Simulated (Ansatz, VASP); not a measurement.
# Nb in VASP and in Ansatz

```
Nb
1.0
    -1.63899    1.63899    1.71387
     1.63899   -1.63899    1.71387
     1.63899    1.63899   -1.71387
Nb
1
Direct
  0.00000 0.00000 0.00000
```

Change from the starting cell: strain -0.015 along x and y, +0.030 along z, atoms carried along.

Alike in both runs: task single point; functional PBEsol; k mesh 20 × 20 × 20; occupations gaussian, width 0.15 eV; no spin polarisation.

|  | VASP | Ansatz |
| --- | --- | --- |
| version | VASP 6.6.1 | Ansatz 0.2.0 |
| potentials or method | VASP PAW PBE potentials, release 64 (Nb_sv), cutoff 520 eV | scalar-relativistic, plane waves, PAW |
| valence electrons in the cell | 13 | 13 |

VASP gave:

- gap on the k mesh at the Fermi level (eV): none
- pressure (GPa): -8.5
- traceless stress, the component that is largest in VASP (GPa): -3.35

**Question.** Which values does Ansatz return?

**Answer.** gap on the k mesh at the Fermi level (eV): none; pressure (GPa): -8.2; traceless stress, the component that is largest in VASP (GPa): -3.37.

VASP's potentials were made for PBE, not for PBEsol. A gap of «none» marks a metal or a gap that the smearing closes.
